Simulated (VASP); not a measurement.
Write the native input for VASP 6.6.1 that does the following.

```yaml
Task: single point
Functional: r2SCAN
Potentials_or_basis: VASP PAW PBE potentials, release 64 (Bi_d)
Cutoff: 520 eV
k_mesh: 6 × 6 × 9
Occupations: fermi-dirac, width 0.05 eV
Spin: no spin polarisation
Dipole_correction: no
Further_INCAR_settings: ALGO = Normal; EDIFF = 1e-06; NBANDS = 22
```

Bi:

```
Bi
1.0
     3.44145   -3.09024    0.00000
     3.44145    3.09024    0.00000
    -1.24320    0.00000    3.07147
Bi
2
Direct
  0.75306 0.75306 0.85738
  0.24694 0.24694 0.14262
```

One way to write it, as run:

POSCAR

```
Bi
1.0
    3.4414490040     -3.0902406750      0.0000000000
    3.4414490040      3.0902406750      0.0000000000
   -1.2432027094      0.0000000000      3.0714698416
Bi
2
Direct
    0.7530610000      0.7530610000      0.8573820000
    0.2469390000      0.2469390000      0.1426180000
```

INCAR.step1

```
  PREC = Accurate
  ENCUT = 520
  ISMEAR = -1
  SIGMA = 0.05
  LREAL = False
  LASPH = True
  NELM = 100
  NBANDS = 22
  GGA = PE
  ALGO = Normal
  EDIFF = 1E-4
  LWAVE = True
  LCHARG = False
```

INCAR.step2

```
  PREC = Accurate
  ENCUT = 520
  EDIFF = 1E-6
  ISMEAR = -1
  SIGMA = 0.05
  LREAL = False
  LASPH = True
  NELM = 100
  ALGO = Normal
  ISIF = 2
  LWAVE = False
  LCHARG = False
  METAGGA = R2SCAN
  LMIXTAU = True
  NBANDS = 22
  ISTART = 1
```

KPOINTS

```
Automatic mesh
0
Gamma
  6 6 9
```

Potentials or basis: VASP PAW PBE potentials, release 64 (Bi_d).

Launch:

```bash
$ cat potpaw_PBE.64/Bi_d/POTCAR > POTCAR
$ cp INCAR.step1 INCAR
$ mpirun -np 1 vasp_std > vasp.out
$ cp INCAR.step2 INCAR
$ mpirun -np 1 vasp_std > vasp.out
```

It gave:

* Pressure: 1.3 GPa
* Largest force: 0.084 eV/Å
* Band gap on the k mesh: zero (band 15 reaches 10.62 eV, above the bottom of band 16 at 5.28 eV)

Caveat: the PAW data sets were made with another functional, which shifts forces and pressure a little; spin-orbit coupling is left out, which moves the levels of the heavy elements.

Wall time 2.9 min on 1 thread of Intel(R) Xeon(R) Platinum 8559C (Emerald Rapids), with other jobs on the host, peak memory 0.26 GiB.
